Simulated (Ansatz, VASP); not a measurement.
## Two plane-wave programs on Al2O3

```xyz
5
Lattice="2.8380 0.0000 0.0000 -1.4190 2.4578 0.0000 0.0000 0.0000 7.3519" Properties=species:S:1:pos:R:3 pbc="T T T"
Al    0.0000    0.0000    1.3725
Al    0.0000    0.0000    5.9794
O     0.0000    1.6385    2.0400
O     1.4190    0.8193    0.0000
O     0.0000    1.6385    5.3119
```

Alike in both runs: functional LDA; k mesh 12 × 12 × 2; no spin polarisation.

Ansatz relaxed the structure, and its values are those at the end. VASP's run is a single point on that final structure, the one shown.

|  | VASP | Ansatz |
| --- | --- | --- |
| version | VASP 6.6.1 | Ansatz 0.2.0 |
| potentials or method | VASP PAW LDA potentials, release 64 (Al, O), cutoff 520 eV | plane waves, PAW |
| occupations | gaussian, width 0.01 eV | fixed |
| valence electrons in the cell | 24 | 24 |

```csv
,VASP,Ansatz,Ansatz less VASP
pressure (GPa),0.9,0.0,-0.93
rms of the force components (eV/Å),0.015,0.000,-0.0146
```

LDA's correlation is that of Perdew and Zunger in VASP and of Perdew and Wang (1992) in Ansatz.

The k mesh is coarse, so the values compare programs but aren't converged.
